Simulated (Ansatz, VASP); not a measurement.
Al4AsN3: VASP beside Ansatz

File INCAR:

```
SYSTEM = Al4AsN3
ALGO = Normal
EDIFF = 1E-7
ENCUT = 520
GGA = PE
ISIF = 2
ISMEAR = -1
LASPH = .TRUE.
LCHARG = .TRUE.
LELF = .TRUE.
LREAL = .FALSE.
LVHAR = .TRUE.
LWAVE = .FALSE.
NBANDS = 26
NELM = 60
PREC = Accurate
SIGMA = 0.02
```

KPOINTS

```
k-points
0
G
  8 8 8
  0 0 0
```

POSCAR

```
Al4AsN3
1.0
   -2.3808706432      2.3808706432      4.5202561000
    2.3808706432     -2.3808706432      4.5202561000
    2.3808706432      2.3808706432     -4.5202561000
N Al As
3 4 1
Direct
    0.2500000000      0.7500000000      0.5000000000
    0.5000000000      0.5000000000      0.0000000000
    0.7500000000      0.2500000000      0.5000000000
    0.8546622929      0.4255040747      0.0000000000
    0.1453377071      0.1453377071      0.5708417819
    0.4255040747      0.8546622929      0.0000000000
    0.5744959253      0.5744959253      0.4291582181
    0.0000000000      0.0000000000      0.0000000000
```

Input for Ansatz:

```yaml
crystal:
  lattice:
    - [-2.3808706432, 2.3808706432, 4.5202561]
    - [2.3808706432, -2.3808706432, 4.5202561]
    - [2.3808706432, 2.3808706432, -4.5202561]
  atoms:
    - { symbol: "N", position: [0.25, 0.75, 0.5] }
    - { symbol: Al, position: [0.8546622929, 0.4255040747, 0.0] }
    - { symbol: "N", position: [0.5, 0.5, 0.0] }
    - { symbol: Al, position: [0.1453377071, 0.1453377071, 0.5708417819] }
    - { symbol: "N", position: [0.75, 0.25, 0.5] }
    - { symbol: Al, position: [0.4255040747, 0.8546622929, 0.0] }
    - { symbol: As, position: [0.0, 0.0, 0.0] }
    - { symbol: Al, position: [0.5744959253, 0.5744959253, 0.4291582181] }
kpoints:
  mp_grid: { grid: [8, 8, 8] }
  band_path:
    path:
      - [[0.0, 0.0, 0.0], [8.998701591405e-18, -8.998701591405e-18, 0.5], [0.25, 0.25, 0.25], [-2.474399719138e-17, 0.5, 2.474399719138e-17], [0.0, 0.0, 0.0], [0.5, 0.5, -0.5], [0.3193562377941, 0.6806437622059, -0.3193562377941]]
      - [[-0.3193562377941, 0.3193562377941, 0.3193562377941], [0.0, 0.0, 0.0]]
      - [[8.998701591405e-18, -8.998701591405e-18, 0.5], [-0.1387124755882, 0.1387124755882, 0.5]]
      - [[0.5, 0.5, -0.1387124755882], [0.5, 0.5, -0.5]]
    npoints: 10
hamiltonian:
  xc: pbe
scf:
  occupations: { method: fermi_dirac, width: 0.02 }
  n_extra_bands: 6
output:
  forces: true
  stress: true
  eigenvalues: true
```

Alike in both runs: task single point; functional PBE; k mesh 8 × 8 × 8; occupations fermi-dirac, width 0.02 eV; no spin polarisation.

```csv
,VASP,Ansatz
version,VASP 6.6.1,Ansatz 0.2.0
potentials or method,"VASP PAW PBE potentials, release 64 (N, Al, As)","plane waves, PAW"
plane-wave cutoff (eV),520,420
valence electrons in the cell,32,42
```

|  | VASP | Ansatz | Ansatz less VASP |
| --- | --- | --- | --- |
| pressure (GPa) | 3.5 | 3.5 | -0.03 |
| rms of the force components (eV/Å) | 0.081 | 0.068 | -0.0129 |

VASP's potentials hold 32 valence electrons a cell and Ansatz's 42, so a difference there can come from the potentials and not from the codes.
